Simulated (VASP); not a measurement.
# SnO (Pm) in VASP: notebook

SnO is run at these levels: LDA; tasks: single point.

All numbers are computed with VASP 6.6.1; they aren't measurements. Logs are shortened: lines on timing, memory, paths and dates and some standing lists are left out, and cuts for length are marked.

## 1. The cell of the first run

It takes space group Pm (No. 6, monoclinic). The conventional cell has a = 4.222 Å, b = 3.355 Å, c = 11.356 Å, α = 90.00°, β = 92.13°, γ = 90.00°. Within 2.8 Å of Sn (site symmetry m) lie 3 O at 2.15 to 2.16 Å. Sn (site symmetry m) has 3 O at 2.15 to 2.16 Å within 2.8 Å. Sn (site symmetry m) has 3 O at 2.15 to 2.16 Å within 2.8 Å. Sn (site symmetry m) has 3 O at 2.15 to 2.16 Å within 2.8 Å. O (site symmetry m) has 3 Sn at 2.15 to 2.16 Å within 2.8 Å. O (site symmetry m) has 3 Sn at 2.15 to 2.16 Å within 2.8 Å. Within 2.8 Å of O (site symmetry m) lie 3 Sn at 2.15 to 2.16 Å. O (site symmetry m) has 3 Sn at 2.15 to 2.16 Å within 2.8 Å.

## 2. Single point, LDA

The input, INCAR:

```
  PREC = Accurate
  ENCUT = 520
  EDIFF = 1E-7
  ISMEAR = 0
  SIGMA = 0.05
  LREAL = False
  LASPH = True
  NELM = 100
  ALGO = Normal
  ISIF = 2
  LWAVE = False
  LCHARG = False
  GGA = CA
  NBANDS = 50
```

The input, KPOINTS:

```
regular mesh
0
Gamma
  6 8 3
```

The input, POSCAR:

```
SnO
1.0
    0.0000000000      0.0000000000     -4.2219700000
   -3.3550050000      0.0000000000      0.0000000000
    0.0000000000     11.3482080000     -0.4221970000
Sn O
4 4
Direct
    0.4002605500      0.0000000000      0.8659545000
    0.4502605500      0.0000000000      0.3659545000
    0.9734514500      0.5000000000      0.1340455000
    0.9234514500      0.5000000000      0.6340455000
    0.2435805000      0.0000000000      0.1956250000
    0.1935805000      0.0000000000      0.6956250000
    0.6827055000      0.5000000000      0.8043750000
    0.7327055000      0.5000000000      0.3043750000
```

Potentials or basis: VASP PAW LDA potentials, release 64 (Sn_d, O).

The run is started by

```
> cat potpaw_LDA.64/Sn_d/POTCAR potpaw_LDA.64/O/POTCAR > POTCAR
> mpirun -np 1 vasp_std > vasp.out
```

OUTCAR:

```text
PREC = Accurate
   ENCUT = 520
   EDIFF = 1E-7
   ISMEAR = 0
   LREAL = False
   LASPH = True
   NELM = 100
   ISIF = 2
   GGA = CA

 ion  position               nearest neighbor table
   1  0.400  0.000  0.866-   6 2.15   7 2.16   7 2.16
   2  0.450  0.000  0.366-   5 2.15   8 2.16   8 2.16
   3  0.973  0.500  0.134-   8 2.15   5 2.16   5 2.16
   4  0.923  0.500  0.634-   7 2.15   6 2.16   6 2.16
   5  0.244  0.000  0.196-   2 2.15   3 2.16   3 2.16
   6  0.194  0.000  0.696-   1 2.15   4 2.16   4 2.16
   7  0.683  0.500  0.804-   4 2.15   1 2.16   1 2.16
   8  0.733  0.500  0.304-   3 2.15   2 2.16   2 2.16

  LATTYP: Found a simple monoclinic cell.
 ALAT       =     4.2219700000
 B/A-ratio  =     0.7946539175
 C/A-ratio  =     2.6897535891
 COS(beta)  =    -0.0371781268

  Lattice vectors:

 A1 = (   0.0000000000,   0.0000000000,  -4.2219700000)
 A2 = (   3.3550050000,   0.0000000000,   0.0000000000)
 A3 = (   0.0000000000, -11.3482080000,   0.4221970000)

Analysis of symmetry for initial positions (statically):
=====================================================================
 Subroutine PRICEL returns:
 Original cell was already a primitive cell.

 Routine SETGRP: Setting up the symmetry group for a
 simple monoclinic supercell.

 Subroutine GETGRP returns: Found  2 space group operations
 (whereof  2 operations were pure point group operations)
 out of a pool of  4 trial point group operations.

The static configuration has the point symmetry C_1h.

Analysis of symmetry for dynamics (positions and initial velocities):
=====================================================================
 Subroutine PRICEL returns:
 Original cell was already a primitive cell.

 Routine SETGRP: Setting up the symmetry group for a
 simple monoclinic supercell.

 Subroutine GETGRP returns: Found  2 space group operations
 (whereof  2 operations were pure point group operations)
 out of a pool of  4 trial point group operations.

The dynamic configuration has the point symmetry C_1h.

 Subroutine INISYM returns: Found  2 space group operations
 (whereof  2 operations are pure point group operations),
 and found     1 'primitive' translations

----------------------------------------------------------------------------------------

                                     Primitive cell

  volume of cell :     160.7443

  direct lattice vectors                    reciprocal lattice vectors
     0.000000000  0.000000000 -4.221970000     0.000000000 -0.008811964 -0.236856254
    -3.355005000  0.000000000  0.000000000    -0.298062149  0.000000000  0.000000000
     0.000000000 11.348208000 -0.422197000     0.000000000  0.088119640  0.000000000

  length of vectors
     4.221970000  3.355005000 11.356058961     0.237020117  0.298062149  0.088119640

  position of ions in fractional coordinates (direct lattice)
     0.400260550  0.000000000  0.865954500
     0.450260550  0.000000000  0.365954500
     0.973451450  0.500000000  0.134045500
     0.923451450  0.500000000  0.634045500
     0.243580500  0.000000000  0.195625000
     0.193580500  0.000000000  0.695625000
     0.682705500  0.500000000  0.804375000
     0.732705500  0.500000000  0.304375000

  ion indices of the primitive-cell ions
   primitive index   ion index
                 1           1
                 2           2
                 3           3
                 4           4
                 5           5
                 6           6
                 7           7
                 8           8

----------------------------------------------------------------------------------------

 KPOINTS: regular mesh

Automatic generation of k-mesh.
 Grid dimensions read from file:
 generate k-points for:    6    8    3

 Generating k-lattice:

  Cartesian coordinates                     Fractional coordinates (reciprocal lattice)
     0.000000000 -0.001468661 -0.039476042     0.166666667  0.000000000  0.000000000
    -0.037257769  0.000000000  0.000000000     0.000000000  0.125000000  0.000000000
     0.000000000  0.029373213  0.000000000     0.000000000  0.000000000  0.333333333

  Length of vectors
     0.039503353  0.037257769  0.029373213

  Shift w.r.t. Gamma in fractional coordinates (k-lattice)
     0.000000000  0.000000000  0.000000000

 Subroutine IBZKPT returns following result:
 ===========================================

 Found     50 irreducible k-points:

 Following reciprocal coordinates:
            Coordinates               Weight
  0.000000  0.000000  0.000000      1.000000
  0.166667  0.000000  0.000000      2.000000
  0.333333  0.000000  0.000000      2.000000
  0.500000  0.000000  0.000000      1.000000
  0.000000  0.125000  0.000000      2.000000
  0.166667  0.125000  0.000000      4.000000
[... 16 lines left out ...]
  0.333333  0.000000  0.333333      2.000000
  0.500000  0.000000  0.333333      2.000000
 [... further k-points ...]
   k-points           NKPTS =     50   k-points in BZ     NKDIM =     50   number of bands    NBANDS=     50
   number of dos      NEDOS =    301   number of ions     NIONS =      8
   total plane-waves  NPLWV =  75264
   dimension x,y,z NGX =    32 NGY =   28 NGZ =   84
   dimension x,y,z NGXF=    64 NGYF=   56 NGZF=  168
   ions per type =               4   4
   NGX,Y,Z   is equivalent  to a cutoff of  12.60, 13.87, 12.30 a.u.
   NGXF,Y,Z  is equivalent  to a cutoff of  25.20, 27.75, 24.59 a.u.
 SYSTEM =  unknown system
   PREC   = accura    normal or accurate (medium, high low for compatibility)
   ISTART =      0    job   : 0-new  1-cont  2-samecut
   ICHARG =      2    charge: 1-file 2-atom 10-const
   ISPIN  =      1    spin polarized calculation?
   LNONCOLLINEAR =      F non collinear calculations
   LSORBIT =      F    spin-orbit coupling
   LASPH  =      T    aspherical Exc in radial PAW
   ENCUT  =  520.0 eV  38.22 Ry    6.18 a.u.   7.85  6.24 21.11*2*pi/ulx,y,z
   NELM   =    100;   NELMIN=  2; NELMDL= -5     # of ELM steps
   EDIFF  = 0.1E-06   stopping-criterion for ELM
   LREAL  =      F    real-space projection
   EDIFFG = 0.1E-05   stopping-criterion for IOM
   NSW    =      0    number of steps for IOM
   IBRION =     -1    ionic relax: 0-MD 1-quasi-New 2-CG
   NFREE  =      0    steps in history (QN), initial steepest desc. (CG)
   ISIF   =      2    stress and relaxation
   ISYM   =      2    0-nonsym 1-usesym 2-fastsym
   POTIM  = 0.5000    time-step for ionic-motion
   TEBEG  =    0.0;   TEEND  =   0.0 temperature during run
   PSTRESS=    0.0 pullay stress
   NELECT =      80.0000    total number of electrons
   NUPDOWN=      -1.0000    fix difference up-down
   EMIN   =  10.00;   EMAX   =-10.00  energy-range for DOS
   EFERMI =   0.00;   METHOD = LEGACY
   ISMEAR =     0;   SIGMA  =   0.05  broadening in eV -4-tet -1-fermi 0-gaus
   EFERMI_NEDOS =   21; number of points for ismear=-14 and -15
   IALGO  =     38    algorithm
   IMIX   =      4    mixing-type and parameters
     AMIX     =   0.40;   BMIX     =  1.00
     AMIX_MAG =   1.60;   BMIX_MAG =  1.00
  volume/ion in A,a.u.               =      20.09       135.59
  Fermi-wavevector in a.u.,A,eV,Ry     =   1.297357  2.451650 22.900458  1.683136
  Thomas-Fermi vector in A             =   2.428755
   LORBIT       =      0    0 simple, 1 ext, 2 COOP (PROOUT), +10 PAW based schemes
   GGA     = CA    functional components
   LHFCALC =     F    Hartree Fock is set to
   AEXX    =    0.0000 exact exchange contribution
   IVDW    =     0    specifies the selected vdW correction
   LEPSILON=     F    determine dielectric tensor
   LRPA    =     F    only Hartree local field effects (RPA)
 non-spin polarized calculation
 Gauss-broadening in eV      SIGMA  =   0.05
  energy-cutoff  :      520.00
  volume of cell :      160.74
 maximum number of plane-waves:      4352
   NGX = 15   NGY = 13   NGZ = 43

 number of electron      79.9999990 magnetization

 Free energy of the ion-electron system (eV)
  ---------------------------------------------------
  ext. energy  EPLUGINS =         0.00000000
  ---------------------------------------------------
  free energy    TOTEN  =       -50.35179489 eV

  energy without entropy =      -50.35179489  energy(sigma->0) =      -50.35179489

 E-fermi :   4.7869     XC(G=0):  -9.9620

 val. band max:        4.5471273068   @ k =   0.0000   0.0000   0.0000
 cond. band min:       5.8721367556   @ k =   0.0000   0.3750   0.0000
 fundamental gap:      1.3250094488
 Fermi energy:         4.7869423348

 k-point     1 :       0.0000    0.0000    0.0000
  band No.  band energies     occupation
      1     -16.5607      2.00000
      2     -16.5324      2.00000
      3     -16.2601      2.00000
      4     -16.2323      2.00000
      5     -16.1688      2.00000
      6     -16.1471      2.00000
[... 42 lines left out ...]
     49      11.3221      0.00000
     50      12.4788      0.00000

 k-point     2 :       0.1667    0.0000    0.0000
  band No.  band energies     occupation
      1     -16.5454      2.00000
      2     -16.5175      2.00000
      3     -16.2819      2.00000
      4     -16.2543      2.00000
      5     -16.1644      2.00000
      6     -16.1473      2.00000
[... 42 lines left out ...]
     49      11.4053      0.00000
     50      12.3857      0.00000

 k-point     3 :       0.3333    0.0000    0.0000
  band No.  band energies     occupation
      1     -16.5005      2.00000
      2     -16.4732      2.00000
      3     -16.3467      2.00000
      4     -16.3194      2.00000
      5     -16.1544      2.00000
      6     -16.1472      2.00000
[... 1102 lines left out ...]
     49      11.7426      0.00000
     50      12.1264      0.00000

 k-point    24 :       0.5000    0.0000    0.3333
  band No.  band energies     occupation
      1     -16.4341      2.00000
      2     -16.4252      2.00000
      3     -16.4073      2.00000
      4     -16.3977      2.00000
      5     -16.1467      2.00000
      6     -16.1465      2.00000
[... 42 lines left out ...]
     49      12.0964      0.00000
     50      12.3178      0.00000

 [... further k-points ...]

------------------------ aborting loop because EDIFF is reached ----------------------------------------

  FORCE on cell =-STRESS in cart. coord.  units (eV):
  Direction    XX          YY          ZZ          XY          YZ          ZX
  --------------------------------------------------------------------------------------
  -------------------------------------------------------------------------------------
  Total       -6.0267285     -4.7724403     -4.5747625      0.0000000      0.1871571      0.0000000
  in kB      -60.0698582    -47.5680653    -45.5977630      0.0000000      1.8654404      0.0000000
  external PRESSURE =     -51.0785622 kB  Pullay stress =       0.0000000 kB

 VOLUME and BASIS-vectors are now :
 -----------------------------------------------------------------------------
  energy-cutoff  :      520.00
  volume of cell :      160.74
      direct lattice vectors                 reciprocal lattice vectors
     0.000000000  0.000000000 -4.221970000     0.000000000 -0.008811964 -0.236856254
    -3.355005000  0.000000000  0.000000000    -0.298062149  0.000000000  0.000000000
     0.000000000 11.348208000 -0.422197000     0.000000000  0.088119640  0.000000000

 POSITION                                       TOTAL-FORCE (eV/Angst)
 -----------------------------------------------------------------------------------
      0.00000      9.82703     -2.05549         0.000000     -0.685438     -0.241928
      0.00000      4.15293     -2.05549         0.000000     -0.625715     -0.198256
     -1.67750      1.52118     -4.16648         0.000000      0.600606     -0.126306
     -1.67750      7.19528     -4.16648         0.000000      0.604515     -0.185825
      0.00000      2.21999     -1.11098         0.000000      0.186883      0.185707
      0.00000      7.89410     -1.11098         0.000000      0.205967      0.188110
     -1.67750      9.12821     -3.22197         0.000000     -0.150544      0.181175
     -1.67750      3.45411     -3.22197         0.000000     -0.136273      0.197324
 -----------------------------------------------------------------------------------
    total drift:                               -0.000000      0.000033      0.000039

  FREE ENERGIE OF THE ION-ELECTRON SYSTEM (eV)
  ---------------------------------------------------
  free  energy   TOTEN  =       -50.3517948879 eV

  energy  without entropy=      -50.3517948879  energy(sigma->0) =      -50.35179489
```

Run time: 4.3 min. Hardware: 1 thread of Intel Xeon 6975P-C (Granite Rapids), shared host; peak memory 0.41 GiB.

Results:

```yaml
Free_energy: -50.3518 eV
Pressure: -5.1 GPa
Largest_force: 0.727 eV/Å
Band_gap_on_the_k_mesh: 1.32 eV (least direct gap 1.86 eV)
```

Forces on the atoms (eV/Å):
```
Sn   0.000 -0.685 -0.242
Sn   0.000 -0.626 -0.198
Sn   0.000  0.601 -0.126
Sn   0.000  0.605 -0.186
O    0.000  0.187  0.186
O    0.000  0.206  0.188
O    0.000 -0.151  0.181
O    0.000 -0.136  0.197
```

Caveat: the cell stands under tension; spin-orbit coupling is left out, which moves the levels of the heavy elements; an odd mesh through Γ misses points on the zone boundary, where band edges can lie.

## 3. Single point, LDA

The input, INCAR:

```
SYSTEM = SnO
  ALGO = Normal
  EDIFF = 1E-7
  ENCUT = 520
  GGA = CA
  ISIF = 2
  ISMEAR = 0
  LASPH = .TRUE.
  LCHARG = .FALSE.
  LREAL = .FALSE.
  LWAVE = .FALSE.
  NBANDS = 50
  NELM = 80
  PREC = Accurate
  SIGMA = 0.05
```

The input, KPOINTS:

```
k-points
0
G
  6 8 3
  0 0 0
```

The input, POSCAR:

```
SnO
1.0
    0.0000000000      0.0000000000     -4.2219700000
   -3.3550050000      0.0000000000      0.0000000000
    0.0000000000     11.3482080000     -1.2665910000
Sn O
4 4
Direct
    0.2270696500      0.0000000000      0.8659545000
    0.3770696500      0.0000000000      0.3659545000
    0.9466423500      0.5000000000      0.1340455000
    0.7966423500      0.5000000000      0.6340455000
    0.2044555000      0.0000000000      0.1956250000
    0.0544555000      0.0000000000      0.6956250000
    0.5218305000      0.5000000000      0.8043750000
    0.6718305000      0.5000000000      0.3043750000
```

Potentials or basis: VASP PAW LDA potentials, release 64 (Sn_d, O).

The run is started by

```
> cat potpaw_LDA.64/Sn_d/POTCAR potpaw_LDA.64/O/POTCAR > POTCAR
> mpirun -np 1 vasp_std > vasp.out
```

It took 4.3 min on 1 thread of Intel Xeon 6975P-C (Granite Rapids), shared host; peak memory 0.41 GiB.

Results (log left out):

* Free energy: -50.2506 eV
* Pressure: -4.5 GPa
* Largest force: 0.977 eV/Å
* Band gap on the k mesh: 1.16 eV (least direct gap 1.81 eV)

Forces in eV/Å, atoms in the order of the input:
```
Sn   0.000 -0.933 -0.289
Sn   0.000 -0.612 -0.213
Sn   0.000  0.800  0.005
Sn   0.000  0.586 -0.179
O    0.000  0.113  0.156
O    0.000  0.200  0.192
O    0.000 -0.096  0.118
O    0.000 -0.058  0.211
```

Stress tensor (GPa, compression positive):
```
-5.37  0.00  0.00
 0.00 -3.96  0.50
 0.00  0.50 -4.27
```

Levels at points of the mesh, in eV from the valence-band top:
| k point | band 37 | band 38 | band 39 | band 40 | band 41 | band 42 | band 43 | band 44 |
| --- | --- | --- | --- | --- | --- | --- | --- | --- |
| (0.00, 0.00, 0.00) | -2.17 | -1.73 | -1.63 | 0.00 | 2.54 | 2.70 | 2.92 | 4.17 |
| (0.50, 0.00, 0.00) | -2.37 | -1.74 | -1.72 | -0.79 | 1.23 | 1.94 | 2.23 | 2.79 |
| (0.00, 0.50, 0.00) | -1.51 | -1.46 | -1.15 | -1.09 | 1.68 | 1.78 | 2.40 | 2.47 |
| (0.50, 0.50, 0.00) | -1.34 | -1.15 | -0.83 | -0.62 | 1.79 | 2.06 | 2.60 | 2.69 |

Caveat: the cell stands under tension; spin-orbit coupling is left out, which moves the levels of the heavy elements; an odd mesh through Γ misses points on the zone boundary, where band edges can lie.
